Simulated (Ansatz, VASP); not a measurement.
**Co: VASP beside Ansatz**

```
Co
1.0
     2.55239    0.00000    0.00000
    -1.27620    2.21044    0.00000
     0.00000    0.00000    4.12299
Co
2
Direct
  0.33333 0.66667 0.25000
  0.66667 0.33333 0.75000
```

Alike in both runs: task single point; functional RPBE; k mesh 23 × 23 × 13; occupations fermi-dirac, width 0.05 eV; collinear spin.

```csv
,VASP,Ansatz
version,VASP 6.6.1,Ansatz 0.2.0
potentials or method,"VASP PAW PBE potentials, release 64 (Co), cutoff 520 eV","plane waves (420 eV) with PAW, scalar-relativistic"
valence electrons in the cell,18,34
```

Ansatz gave:

```
pressure (GPa)                                                : -7.0
traceless stress, the component that is largest in VASP (GPa) : 0.30
net moment per atom (μB)                                      : 1.68
size of the moment on the site where the two differ most (μB) : 1.77
```

Estimate VASP's values.

pressure (GPa): -7.4; traceless stress, the component that is largest in VASP (GPa): 0.13; net moment per atom (μB): 1.66; size of the moment on the site where the two differ most (μB): 1.70.

VASP's potentials were made for PBE, not for RPBE. Site moments also hang on the region over which each program counts them. The functional is the same, so the differences come from potentials, cutoffs and numerics. VASP's potentials hold 18 valence electrons a cell and Ansatz's 34, so a difference there can come from the potentials and not from the codes.
